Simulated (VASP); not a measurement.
# C19O in VASP: a series of runs

The runs below take C19O through single point, with PBEsol.

All numbers are computed with VASP 6.6.1; they aren't measurements. Logs are shortened: lines on timing, memory, paths and dates and some standing lists are left out, and cuts for length are marked.

### 1 The cell of the first run

The cell holds a slab with vacuum, 20 atoms: a = 7.398 Å, b = 7.398 Å, c = 11.000 Å, α = 90.00°, β = 90.00°, γ = 120.00°.

### 2 Single point, PBEsol

INCAR reads:

```
ALGO = Normal
EDIFF = 1E-7
ENCUT = 520
GGA = PS
ISIF = 2
ISMEAR = -1
LASPH = T
LCHARG = F
LREAL = Auto
LWAVE = F
NBANDS = 57
NELM = 80
PREC = Accurate
SIGMA = 0.02
```

KPOINTS reads:

```
k-points
0
Gamma
  2 2 1
```

POSCAR reads:

```
C19O
1.0
    7.3980000000      0.0000000000      0.0000000000
   -3.6990000000      6.4068560000      0.0000000000
    0.0000000000      0.0000000000     11.0000000000
C O
19 1
Direct
    0.0139919082      0.0105728485      0.0787667574
    0.2351620554      0.1211310345      0.0787707784
    0.0121339161      0.3441901414      0.0788387599
    0.2370071918      0.4565985400      0.0788458976
    0.0142412815      0.6793785900      0.0788201778
    0.2348587962      0.7896920699      0.0788340636
    0.3454827784      0.0108449394      0.0787700573
    0.5703531250      0.1233106550      0.0787409259
    0.3475895588      0.3459963321      0.0787166232
    0.5682325185      0.4563034854      0.0786134684
    0.3473191173      0.6772684045      0.0788335379
    0.5685048390      0.7878625506      0.0786884866
    0.6809631253      0.0127429432      0.0787457034
    0.9015881358      0.1230509124      0.0787744625
    0.6806799539      0.3439245723      0.0786899062
    0.9018242757      0.4545193252      0.0788107284
    0.6788199022      0.6775277417      0.0786058173
    0.9036746369      0.7899347879      0.0787098148
    0.6264075680      0.5639933553      0.3764385433
    0.4879142159      0.5747034707      0.4114401904
```

Potentials or basis: VASP PAW PBE potentials, release 64 (C, O).

Launch:

```
$ cat potpaw_PBE.64/C/POTCAR potpaw_PBE.64/O/POTCAR > POTCAR
$ mpirun -np 1 vasp_std > vasp.out
```

OUTCAR:

```text
EDIFF = 1E-7
   ENCUT = 520
   GGA = PS
   ISIF = 2
   ISMEAR = -1
   LASPH = T
   LREAL = Auto
   NELM = 80
   PREC = Accurate

 ion  position               nearest neighbor table
   1  0.014  0.011  0.079-  18 1.41   2 1.42  14 1.44
   2  0.235  0.121  0.079-   7 1.41   1 1.42   9 1.44
   3  0.012  0.344  0.079-  16 1.41  14 1.42   4 1.44
   4  0.237  0.457  0.079-  11 1.41   9 1.42   3 1.44
   5  0.014  0.679  0.079-   6 1.41  18 1.42  16 1.44
   6  0.235  0.790  0.079-   5 1.41   7 1.42  11 1.44
[... 10 lines left out ...]
  17  0.679  0.678  0.079-  12 1.41  10 1.42  18 1.44
  18  0.904  0.790  0.079-   1 1.41   5 1.42  17 1.44
  19  0.626  0.564  0.376-  20 1.13
  20  0.488  0.575  0.411-  19 1.13

  LATTYP: Found a hexagonal cell.
 ALAT       =     7.3980000000
 C/A-ratio  =     1.4868883482

  Lattice vectors:

 A1 = (   7.3980000000,   0.0000000000,   0.0000000000)
 A2 = (  -3.6990000000,   6.4068560000,   0.0000000000)
 A3 = (   0.0000000000,   0.0000000000,  11.0000000000)

Analysis of symmetry for initial positions (statically):
=====================================================================
 Subroutine PRICEL returns:
 Original cell was already a primitive cell.

 Routine SETGRP: Setting up the symmetry group for a
 hexagonal supercell.

 Subroutine GETGRP returns: Found  1 space group operations
 (whereof  1 operations were pure point group operations)
 out of a pool of 24 trial point group operations.

The static configuration has the point symmetry C_1 .

Analysis of symmetry for dynamics (positions and initial velocities):
=====================================================================
 Subroutine PRICEL returns:
 Original cell was already a primitive cell.

 Routine SETGRP: Setting up the symmetry group for a
 hexagonal supercell.

 Subroutine GETGRP returns: Found  1 space group operations
 (whereof  1 operations were pure point group operations)
 out of a pool of 24 trial point group operations.

The dynamic configuration has the point symmetry C_1 .

 Subroutine INISYM returns: Found  1 space group operations
 (whereof  1 operations are pure point group operations),
 and found     1 'primitive' translations

----------------------------------------------------------------------------------------

                                     Primitive cell

  volume of cell :     521.3771

  direct lattice vectors                    reciprocal lattice vectors
     7.398000000  0.000000000  0.000000000     0.135171668  0.078041398  0.000000000
    -3.699000000  6.406856000  0.000000000     0.000000000  0.156082796  0.000000000
     0.000000000  0.000000000 11.000000000     0.000000000  0.000000000  0.090909091

  length of vectors
     7.398000000  7.398000054 11.000000000     0.156082797  0.156082796  0.090909091

  position of ions in fractional coordinates (direct lattice)
     0.013991908  0.010572848  0.078766757
     0.235162055  0.121131035  0.078770778
     0.012133916  0.344190141  0.078838760
     0.237007192  0.456598540  0.078845898
     0.014241281  0.679378590  0.078820178
     0.234858796  0.789692070  0.078834064
[... 12 lines left out ...]
     0.626407568  0.563993355  0.376438543
     0.487914216  0.574703471  0.411440190

  ion indices of the primitive-cell ions
   primitive index   ion index
                 1           1
                 2           2
                 3           3
                 4           4
                 5           5
                 6           6
[... 12 lines left out ...]
                19          19
                20          20

----------------------------------------------------------------------------------------

 KPOINTS: k-points

Automatic generation of k-mesh.
 Grid dimensions read from file:
 generate k-points for:    2    2    1

 Generating k-lattice:

  Cartesian coordinates                     Fractional coordinates (reciprocal lattice)
     0.067585834  0.039020699  0.000000000     0.500000000 -0.000000000  0.000000000
     0.000000000  0.078041398  0.000000000     0.000000000  0.500000000  0.000000000
     0.000000000  0.000000000  0.090909091     0.000000000  0.000000000  1.000000000

  Length of vectors
     0.078041399  0.078041398  0.090909091

  Shift w.r.t. Gamma in fractional coordinates (k-lattice)
     0.000000000  0.000000000  0.000000000

 Subroutine IBZKPT returns following result:
 ===========================================

 Found      4 irreducible k-points:

 Following reciprocal coordinates:
            Coordinates               Weight
  0.000000  0.000000  0.000000      1.000000
  0.500000 -0.000000  0.000000      1.000000
  0.000000  0.500000  0.000000      1.000000
  0.500000  0.500000  0.000000      1.000000
   k-points           NKPTS =      4   k-points in BZ     NKDIM =      4   number of bands    NBANDS=     57
   number of dos      NEDOS =    301   number of ions     NIONS =     20
   total plane-waves  NPLWV = 263424
   dimension x,y,z NGX =    56 NGY =   56 NGZ =   84
   dimension x,y,z NGXF=   112 NGYF=  112 NGZF=  168
   ions per type =              19   1
   NGX,Y,Z   is equivalent  to a cutoff of  12.58, 12.58, 12.70 a.u.
   NGXF,Y,Z  is equivalent  to a cutoff of  25.17, 25.17, 25.39 a.u.
 SYSTEM =  unknown system
   PREC   = accura    normal or accurate (medium, high low for compatibility)
   ISTART =      0    job   : 0-new  1-cont  2-samecut
   ICHARG =      2    charge: 1-file 2-atom 10-const
   ISPIN  =      1    spin polarized calculation?
   LNONCOLLINEAR =      F non collinear calculations
   LSORBIT =      F    spin-orbit coupling
   LASPH  =      T    aspherical Exc in radial PAW
   ENCUT  =  520.0 eV  38.22 Ry    6.18 a.u.  13.76 13.76 20.45*2*pi/ulx,y,z
   NELM   =     80;   NELMIN=  2; NELMDL= -5     # of ELM steps
   EDIFF  = 0.1E-06   stopping-criterion for ELM
   LREAL  =      T    real-space projection
   EDIFFG = 0.1E-05   stopping-criterion for IOM
   NSW    =      0    number of steps for IOM
   IBRION =     -1    ionic relax: 0-MD 1-quasi-New 2-CG
   NFREE  =      0    steps in history (QN), initial steepest desc. (CG)
   ISIF   =      2    stress and relaxation
   ISYM   =      2    0-nonsym 1-usesym 2-fastsym
   POTIM  = 0.5000    time-step for ionic-motion
   TEBEG  =    0.0;   TEEND  =   0.0 temperature during run
   PSTRESS=    0.0 pullay stress
   NELECT =      82.0000    total number of electrons
   NUPDOWN=      -1.0000    fix difference up-down
   EMIN   =  10.00;   EMAX   =-10.00  energy-range for DOS
   EFERMI =   0.00;   METHOD = LEGACY
   ISMEAR =    -1;   SIGMA  =   0.02  broadening in eV -4-tet -1-fermi 0-gaus
   EFERMI_NEDOS =   21; number of points for ismear=-14 and -15
   IALGO  =     38    algorithm
   IMIX   =      4    mixing-type and parameters
     AMIX     =   0.40;   BMIX     =  1.00
     AMIX_MAG =   1.60;   BMIX_MAG =  1.00
  volume/ion in A,a.u.               =      26.07       175.92
  Fermi-wavevector in a.u.,A,eV,Ry     =   0.883681  1.669915 10.624679  0.780892
  Thomas-Fermi vector in A             =   2.004480
   LORBIT       =      0    0 simple, 1 ext, 2 COOP (PROOUT), +10 PAW based schemes
   GGA     = PS    functional components
   LHFCALC =     F    Hartree Fock is set to
   AEXX    =    0.0000 exact exchange contribution
   IVDW    =     0    specifies the selected vdW correction
   LEPSILON=     F    determine dielectric tensor
   LRPA    =     F    only Hartree local field effects (RPA)
 non-spin polarized calculation
  energy-cutoff  :      520.00
  volume of cell :      521.38
 maximum number of plane-waves:     14099
 NGX is ok and might be reduce to    56
   NGX = 27   NGY = 27   NGZ = 41

 number of electron      82.0000003 magnetization

 Free energy of the ion-electron system (eV)
  ---------------------------------------------------
  ext. energy  EPLUGINS =         0.00000000
  ---------------------------------------------------
  free energy    TOTEN  =      -188.27860435 eV

  energy without entropy =     -188.27733769  energy(sigma->0) =     -188.27797102

 E-fermi :  -1.3089     XC(G=0):  -4.5643

 val. band max:       -1.4124346341   @ k =   0.0000   0.0000   0.0000
 cond. band min:      -1.2048985159   @ k =   0.0000   0.0000   0.0000
 fundamental gap:      0.2075361182
 Fermi energy:        -1.3089007724

 k-point     1 :       0.0000    0.0000    0.0000
  band No.  band energies     occupation
      1     -26.2361      2.00000
      2     -20.7915      2.00000
      3     -18.2918      2.00000
      4     -18.2844      2.00000
      5     -18.1731      2.00000
      6     -18.1686      2.00000
[... 45 lines left out ...]
     52       3.7034      0.00000
     53       3.7079      0.00000

 k-point     2 :       0.5000   -0.0000    0.0000
  band No.  band energies     occupation
      1     -26.2360      2.00000
      2     -20.1403      2.00000
      3     -20.1339      2.00000
      4     -18.8872      2.00000
      5     -18.7990      2.00000
      6     -16.3894      2.00000
[... 45 lines left out ...]
     52       4.2723      0.00000
     53       4.6122      0.00000

 k-point     3 :       0.0000    0.5000    0.0000
  band No.  band energies     occupation
      1     -26.2360      2.00000
      2     -20.1373      2.00000
      3     -20.1369      2.00000
      4     -18.8871      2.00000
      5     -18.7992      2.00000
      6     -16.3894      2.00000
[... 45 lines left out ...]
     52       4.3370      0.00000
     53       4.4764      0.00000

 k-point     4 :       0.5000    0.5000    0.0000
  band No.  band energies     occupation
      1     -26.2360      2.00000
      2     -20.1404      2.00000
      3     -20.1338      2.00000
      4     -18.8871      2.00000
      5     -18.7991      2.00000
      6     -16.3894      2.00000
[... 45 lines left out ...]
     52       4.2484      0.00000
     53       4.6153      0.00000
 [bands above 53 left out]

------------------------ aborting loop because EDIFF is reached ----------------------------------------

  FORCE on cell =-STRESS in cart. coord.  units (eV):
  Direction    XX          YY          ZZ          XY          YZ          ZX
  --------------------------------------------------------------------------------------
  -------------------------------------------------------------------------------------
  Total       -0.9975130     -1.9334168      0.0315279     -0.0601887      0.0283400     -0.3602999
  in kB       -3.0653295     -5.9413359      0.0968843     -0.1849581      0.0870881     -1.1071915
  external PRESSURE =      -2.9699270 kB  Pullay stress =       0.0000000 kB

 VOLUME and BASIS-vectors are now :
 -----------------------------------------------------------------------------
  energy-cutoff  :      520.00
  volume of cell :      521.38
      direct lattice vectors                 reciprocal lattice vectors
     7.398000000  0.000000000  0.000000000     0.135171668  0.078041398  0.000000000
    -3.699000000  6.406856000  0.000000000     0.000000000  0.156082796  0.000000000
     0.000000000  0.000000000 11.000000000     0.000000000  0.000000000  0.090909091

 POSITION                                       TOTAL-FORCE (eV/Angst)
 -----------------------------------------------------------------------------------
      0.06440      0.06774      0.86643        -0.000394      0.007962      0.002047
      1.29167      0.77607      0.86648        -0.010368      0.003466      0.003313
     -1.18339      2.20518      0.86723        -0.002178      0.001232     -0.000794
      0.06442      2.92536      0.86730        -0.007136     -0.000680      0.001121
     -2.40766      4.35268      0.86702         0.005729     -0.012617      0.001651
     -1.18359      5.05944      0.86717         0.009477     -0.005718     -0.000015
[... 12 lines left out ...]
      2.54795      3.61342      4.14082         0.930562     -0.063701     -0.337882
      1.48376      3.68204      4.52584        -0.935052      0.056855      0.338921
 -----------------------------------------------------------------------------------
    total drift:                               -0.001225      0.002643     -0.026564

  FREE ENERGIE OF THE ION-ELECTRON SYSTEM (eV)
  ---------------------------------------------------
  free  energy   TOTEN  =      -188.2786043454 eV

  energy  without entropy=     -188.2773376948  energy(sigma->0) =     -188.27797102
```

Run time: 3.2 min. Hardware: 1 thread of AMD EPYC 9R45 (Zen 5), shared host; peak memory 0.55 GiB.

What came out:

| Quantity | Value |
| --- | --- |
| Free energy | -188.2786 eV |
| Largest force | 0.996 eV/Å |
| Band gap on the k mesh | 0.21 eV |

Forces on the atoms (eV/Å):
```
C    0.000  0.008  0.002
C   -0.010  0.003  0.003
C   -0.002  0.001 -0.001
C   -0.007 -0.001  0.001
C    0.006 -0.013  0.002
C    0.009 -0.006  0.000
C    0.002 -0.006  0.000
C    0.004 -0.008 -0.003
C   -0.006  0.010 -0.002
C    0.001  0.009  0.001
C    0.000  0.007  0.000
C    0.002 -0.004  0.003
C   -0.004  0.000  0.003
C   -0.003  0.006 -0.002
C    0.004  0.000  0.001
C    0.004  0.003 -0.001
C    0.003 -0.003 -0.006
C    0.001 -0.001  0.000
C    0.931 -0.064 -0.338
O   -0.935  0.057  0.339
```

Caveat: the k points lie up to 0.49 Å⁻¹ apart; the PAW data sets were made with another functional, which shifts forces and pressure a little.

### 3 Single point, PBEsol

INCAR reads:

```
SYSTEM = C19O
ALGO = Normal
EDIFF = 1E-6
ENCUT = 520
GGA = PS
ISIF = 2
ISMEAR = -1
LASPH = .TRUE.
LCHARG = .TRUE.
LELF = .TRUE.
LREAL = Auto
LVHAR = .TRUE.
LWAVE = .FALSE.
NBANDS = 57
NELM = 60
PREC = Accurate
SIGMA = 0.02
```

KPOINTS reads:

```
k-points
0
G
  2 2 1
  0 0 0
```

POSCAR reads:

```
C19O
1.0
    7.3980000000      0.0000000000      0.0000000000
   -3.6990000000      6.4068560000      0.0000000000
    0.0000000000      0.0000000000     11.0000000000
C O
19 1
Direct
    0.0235735702      0.0196669165      0.0712434033
    0.2443560247      0.1300528368      0.0712384840
    0.0235210427      0.3509298276      0.0713293856
    0.2445604854      0.4614755983      0.0713002963
    0.0215244546      0.6843645164      0.0713241788
    0.2464465462      0.7968180550      0.0713262381
    0.3568041410      0.0175678670      0.0712625264
    0.5777373068      0.1280277030      0.0712470278
    0.3548664869      0.3511029757      0.0711767783
    0.5796746096      0.4634784510      0.0710806407
    0.3569672266      0.6862973276      0.0712944177
    0.5776110255      0.7966385867      0.0711585441
    0.6881566523      0.0176579637      0.0712283473
    0.9131016122      0.1301544811      0.0712587032
    0.6902155762      0.3529597760      0.0711945741
    0.9110239683      0.4633551558      0.0713304362
    0.6900511271      0.6842464153      0.0710714475
    0.9111311176      0.7947647149      0.0711830704
    0.5957856654      0.5766470492      0.3663794369
    0.7336320706      0.5752751826      0.4104629531
```

Potentials or basis: VASP PAW PBE potentials, release 64 (C, O).

Launch:

```
$ cat potpaw_PBE.64/C/POTCAR potpaw_PBE.64/O/POTCAR > POTCAR
$ mpirun -np 1 vasp_std > vasp.out
```

Run time: 3.1 min. Hardware: 1 thread of AMD EPYC 9R45 (Zen 5), shared host; peak memory 0.55 GiB.

The run converged. Its results:

```yaml
Free_energy: -188.2782 eV
Largest_force: 0.988 eV/Å
Band_gap_on_the_k_mesh: 0.20 eV
```

Forces on the atoms (eV/Å):
```
C    0.013 -0.012 -0.001
C   -0.003 -0.011  0.001
C   -0.003  0.004 -0.001
C   -0.009 -0.001 -0.001
C    0.004  0.017  0.000
C   -0.005 -0.001 -0.001
C   -0.025 -0.013  0.004
C    0.021  0.011  0.000
C    0.000 -0.010  0.001
C    0.014  0.005 -0.001
C   -0.016 -0.003 -0.001
C    0.012  0.010  0.001
C    0.000  0.011 -0.002
C   -0.021  0.004  0.001
C    0.009 -0.003 -0.001
C   -0.008 -0.011  0.001
C    0.021  0.012 -0.003
C   -0.006 -0.007  0.002
C   -0.891  0.008 -0.421
O    0.893 -0.011  0.424
```

Levels at points of the mesh, in eV from the valence-band top:
| k point | band 37 | band 38 | band 39 | band 40 | band 41 | band 42 | band 43 | band 44 | band 45 | band 46 |
| --- | --- | --- | --- | --- | --- | --- | --- | --- | --- | --- |
| (0.00, 0.00, 0.00) | -4.23 | -2.90 | -2.90 | -0.01 | 0.00 | 0.20 | 0.21 | 2.43 | 2.45 | 3.46 |
| (0.50, 0.00, 0.00) | -2.59 | -2.58 | -2.54 | -2.53 | -2.26 | 1.75 | 2.37 | 2.40 | 2.59 | 2.62 |
| (0.00, 0.50, 0.00) | -2.59 | -2.58 | -2.54 | -2.53 | -2.26 | 1.74 | 2.36 | 2.42 | 2.60 | 2.62 |
| (0.50, 0.50, 0.00) | -2.59 | -2.58 | -2.54 | -2.53 | -2.26 | 1.75 | 2.37 | 2.41 | 2.59 | 2.62 |

Caveat: the k points lie up to 0.49 Å⁻¹ apart; the PAW data sets were made with another functional, which shifts forces and pressure a little.

[end of part 1 of 2]
